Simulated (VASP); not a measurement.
BeSe4:

```
Be Se
1.0
     4.04849   -4.62972    0.00000
     4.04849    4.62972    0.00000
     0.00000    0.00000    3.51130
Be Se
1 4
Direct
  0.00000 0.00000 0.00000
  0.62101 0.37899 0.00000
  0.16164 0.16164 0.50000
  0.83836 0.83836 0.50000
  0.37899 0.62101 0.00000
```

The cell was built from a structure type or drawn by symmetry, and may not be a known phase.

- Program: VASP 6.6.1
- Task: relaxation of cell and atoms
- Functional: PBE
- Potentials or basis: VASP PAW PBE potentials, release 64 (Be, Se)
- Cutoff: 600 eV
- k mesh: 6 × 6 × 10
- Occupations: gaussian, width 0.1 eV
- Spin: no spin polarisation

At the start: pressure 0.2 GPa; volume 26.33 Å³/atom.

Q: How do energy, volume and symmetry change on relaxing?

A: Over 32 steps the energy falls by 3.0 meV/atom and the volume is 28.74 Å³/atom (+9.2 %); space group Cmmm (No. 65, to 0.1 Å) before and after.

Step by step:
```
step  energy change (eV)  largest force (eV/Å)  pressure (GPa)  volume (Å³)
   1              0.0000                0.0963            0.21       131.63
   2             -0.0029                0.2168           -0.13       132.28
   3             -0.0030                0.1684           -0.08       132.18
   4             -0.0058                0.0685           -0.01       132.33
   5             -0.0062                0.0738            0.03       132.40
   6             -0.0073                0.0425           -0.02       132.55
   7             -0.0090                0.0592           -0.19       133.01
   8             -0.0098                0.0319           -0.07       132.84
   9             -0.0105                0.0120            0.12       132.58
  10             -0.0105                0.0205            0.15       132.53
  11             -0.0108                0.0224            0.12       132.71
  12             -0.0109                0.0669            0.10       132.89
  13             -0.0113                0.0459            0.07       133.26
  14             -0.0115                0.0916            0.01       134.00
  15             -0.0118                0.0893            0.02       134.31
  16             -0.0125                0.0816            0.04       135.23
  17             -0.0135                0.0662            0.10       137.07
  18             -0.0137                0.1728            0.24       140.76
  19             -0.0141                0.1341            0.20       141.28
  20             -0.0148                0.0245            0.09       142.83
  21             -0.0148                0.0047            0.07       143.21
  22             -0.0147                0.0533            0.01       143.98
  23             -0.0148                0.0159            0.05       143.43
  24             -0.0148                0.0099            0.05       143.34
  25             -0.0148                0.0055            0.06       143.28
  26             -0.0148                0.0077            0.05       143.34
  27             -0.0149                0.0192            0.02       143.54
  28             -0.0148                0.0417           -0.06       143.94
  29             -0.0149                0.0263           -0.02       143.68
  30             -0.0149                0.0244           -0.01       143.64
  31             -0.0149                0.0195            0.00       143.66
  32             -0.0150                0.0076            0.02       143.72
```

Final structure:
```
CELL_PARAMETERS angstrom
3.98450 -5.10046 0.00000
3.98450 5.10046 0.00000
0.00000 0.00000 3.53592
ATOMIC_POSITIONS crystal
Be 0.00000 0.00000 0.00000
Se 0.61014 0.38986 0.00000
Se 0.16349 0.16349 0.50000
Se 0.83651 0.83651 0.50000
Se 0.38986 0.61014 0.00000
```
